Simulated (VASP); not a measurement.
A run of VASP 6.6.1 is set up as follows.

File POSCAR:

```
SnO
1.0
    4.1254993210      0.0000000000      0.0000000000
   -2.0627496605      3.5727872153      0.0000000000
    0.0000000000      0.0000000000      5.1854029602
Sn O
2 2
Direct
    0.3333333333      0.6666666667      0.2500000000
    0.6666666667      0.3333333333      0.7500000000
    0.6666666667      0.3333333333      0.2500000000
    0.3333333333      0.6666666667      0.7500000000
```

The input INCAR.step1:

```
  PREC = Accurate
  ENCUT = 520
  ISMEAR = 0
  SIGMA = 0.01
  LREAL = False
  LASPH = True
  NELM = 100
  NBANDS = 28
  GGA = PE
  ALGO = Normal
  EDIFF = 1E-4
  LWAVE = True
  LCHARG = False
```

INCAR.step2

```
  PREC = Accurate
  ENCUT = 520
  EDIFF = 1E-7
  ISMEAR = 0
  SIGMA = 0.01
  LREAL = False
  LASPH = True
  NELM = 100
  ALGO = Normal
  ISIF = 2
  LWAVE = False
  LCHARG = True
  METAGGA = R2SCAN
  LMIXTAU = True
  LELF = True
  LVHAR = True
  NBANDS = 28
  ISTART = 1
```

The input KPOINTS:

```
regular mesh
0
Gamma
  6 6 4
```

Potentials or basis: VASP PAW PBE potentials, release 64 (Sn_d, O).

Run with:

```sh
$ cat potpaw_PBE.64/Sn_d/POTCAR potpaw_PBE.64/O/POTCAR > POTCAR
$ cp INCAR.step1 INCAR
$ mpirun -np 1 vasp_std > vasp.out
$ cp INCAR.step2 INCAR
$ mpirun -np 1 vasp_std > vasp.out
```

Problem. Predict the pressure.

Solution. 0.2 GPa.

Problem. Estimate the band gap on the k mesh.

Solution. 0.57 eV, direct.

Stress tensor (GPa, compression positive):
```
0.31 0.00 0.00
0.00 0.31 0.00
0.00 0.00 0.09
```

Caveat: the PAW data sets were made with another functional, which shifts forces and pressure a little; spin-orbit coupling is left out, which moves the levels of the heavy elements. A k mesh can miss the band edges.
